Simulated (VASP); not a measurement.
A run of VASP 6.6.1 is set up as follows.

Contents of INCAR:

```
SYSTEM = Bi
PREC = Accurate
ENCUT = 520
EDIFF = 1E-6
ISMEAR = 1
SIGMA = 0.1
LREAL = .FALSE.
LASPH = .TRUE.
NELM = 100
ALGO = Normal
ISIF = 2
LWAVE = .FALSE.
LCHARG = .FALSE.
GGA = PE
NBANDS = 22
```

KPOINTS

```
regular mesh
0
G
  8 8 8
  0 0 0
```

File POSCAR:

```
Bi
1.0
    2.2924582305      1.3235513765      4.0467531177
   -2.2924582305      1.3235513765      4.0467531177
    0.0000000000     -2.6471027530      4.0467531177
Bi
2
Direct
    0.2337113826      0.2337113826      0.2337113826
    0.7662886174      0.7662886174      0.7662886174
```

Potentials or basis: VASP PAW PBE potentials, release 64 (Bi_d).

Launch:

```bash
$ cat potpaw_PBE.64/Bi_d/POTCAR > POTCAR
$ mpirun -np 1 vasp_std > vasp.out
```

Problem. What does it give for the largest force?

Solution. 0.026 eV/Å.

Problem. Predict the pressure.

Solution. -0.1 GPa.

Problem. Estimate the band gap on the k mesh.

Solution. Zero (bands 15 and 16 overlap by 0.16 eV).

Forces on the atoms (eV/Å):
```
Bi   0.000  0.000 -0.026
Bi   0.000  0.000  0.026
```

Caveat: spin-orbit coupling is left out, which moves the levels of the heavy elements.
